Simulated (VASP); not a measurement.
ZnS:

```
Zn S
1.0
     3.81100    0.00000    0.00000
    -1.90550    3.30042    0.00000
     0.00000    0.00000    6.23400
Zn S
2 2
Cartesian
  0.0000 2.2003 0.0000
  1.9055 1.1001 3.1170
  0.0000 2.2003 2.4001
  1.9055 1.1001 5.5171
```

- Program: VASP 6.6.1
- Task: relaxation of cell and atoms
- Functional: LDA
- Potentials or basis: VASP PAW LDA potentials, release 64 (Zn, S)
- Cutoff: 600 eV
- k mesh: 10 × 10 × 6
- Occupations: fermi-dirac, width 0.05 eV
- Spin: no spin polarisation

At the start: pressure -3.7 GPa; volume 19.60 Å³/atom.

Question: Where does the relaxation end?

Answer: Over 13 steps the energy falls by 17.1 meV/atom and the volume is 18.64 Å³/atom (-4.9 %); space group P6_3mc (No. 186, to 0.05 Å).

Step by step:
```
step  energy change (eV)  largest force (eV/Å)  pressure (GPa)  volume (Å³)
   1              0.0000                0.2979           -3.73        78.41
   2             -0.0557                0.1577            1.36        73.35
   3             -0.0593                0.1953            0.42        74.25
   4             -0.0646                0.0586            0.23        74.43
   5             -0.0649                0.0146            0.14        74.48
   6             -0.0675                0.0114           -0.22        74.74
   7             -0.0679                0.0086           -0.25        74.86
   8             -0.0679                0.0079           -0.35        74.90
   9             -0.0683                0.0080            0.21        74.47
  10             -0.0684                0.0080            0.00        74.59
  11             -0.0684                0.0080           -0.06        74.60
  12             -0.0684                0.0070           -0.02        74.59
  13             -0.0684                0.0008            0.00        74.58
```

Final structure:
```
Zn S
1.0
     3.74232    0.00000    0.00000
    -1.87116    3.24094    0.00000
     0.00000    0.00000    6.14868
Zn S
2 2
Direct
  0.33333 0.66667 0.00558
  0.66667 0.33333 0.50558
  0.33333 0.66667 0.37942
  0.66667 0.33333 0.87942
```
